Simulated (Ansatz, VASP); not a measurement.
# AlRu in VASP and in Ansatz

```
CELL_PARAMETERS angstrom
2.95372 0.00000 0.00000
0.00000 2.95372 0.00000
0.00000 0.00000 2.95372
ATOMIC_POSITIONS crystal
Al 0.00000 0.00000 0.00000
Ru 0.50000 0.50000 0.50000
```

Alike in both runs: functional LDA; k mesh 20 × 20 × 20; occupations gaussian, width 0.1 eV; no spin polarisation.

Ansatz relaxed the structure, and its values are those at the end. VASP's run is a single point on that final structure, the one shown.

|  | VASP | Ansatz |
| --- | --- | --- |
| version | VASP 6.6.1 | Ansatz 0.2.0 |
| potentials or method | VASP PAW LDA potentials, release 64 (Al, Ru_pv), cutoff 520 eV | scalar-relativistic, plane waves, PAW |
| valence electrons in the cell | 17 | 19 |

Ansatz gave:

```
gap on the k mesh at the Fermi level (eV) : none
pressure (GPa)                            : 0.0
```

Problem. Estimate VASP's values.

Solution. gap on the k mesh at the Fermi level (eV): none; pressure (GPa): 0.5.

Ansatz warns that its potentials were made for another functional, while VASP's fit it. LDA's correlation is that of Perdew and Zunger in VASP and of Perdew and Wang (1992) in Ansatz. A gap of «none» marks a metal or a gap that the smearing closes. VASP's potentials hold 17 valence electrons a cell and Ansatz's 19, so a difference there can come from the potentials and not from the codes.
